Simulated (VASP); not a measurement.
Bi, 1 atom in the cell. It takes space group Im-3m (No. 229, cubic). Conventional cell: a = 3.913 Å, b = 3.913 Å, c = 3.913 Å, α = 90.00°, β = 90.00°, γ = 90.00°. Bi (site symmetry m-3m) has 14 Bi at 3.39 to 3.91 Å within 4.5 Å. This isn't the form of Bi at room conditions, which is rhombohedral.

| Quantity | Value |
| --- | --- |
| Program | VASP 6.6.1 |
| Task | single point |
| Functional | PBE0 |
| Potentials or basis | VASP PAW PBE potentials, release 64 (Bi_d) |
| Cutoff | 520 eV |
| k mesh | 5 × 5 × 5 |
| Occupations | fermi-dirac, width 0.05 eV |
| Spin | no spin polarisation |
| Dipole correction | no |
| Grid for exact exchange (PRECFOCK) | Normal |
| Further INCAR settings | ALGO = Normal; EDIFF = 1e-06; NBANDS = 14 |
| Share of exact exchange | 0.25 |

Potentials or basis: VASP PAW PBE potentials, release 64 (Bi_d).

Run with:

```bash
$ cat potpaw_PBE.64/Bi_d/POTCAR > POTCAR
$ cp INCAR.step1 INCAR
$ mpirun -np 1 vasp_std > vasp.out
$ cp INCAR.step2 INCAR
$ mpirun -np 1 vasp_std > vasp.out
```

Hardware: 1 thread of Intel(R) Xeon(R) Platinum 8375C CPU @ 2.90GHz (Ice Lake) (shared host).

Q: Estimate the wall time of this run.

A: Wall time 8.6 min on 1 thread of Intel(R) Xeon(R) Platinum 8375C CPU @ 2.90GHz (Ice Lake), with other jobs on the host, peak memory 0.16 GiB. Counts: k points 10.
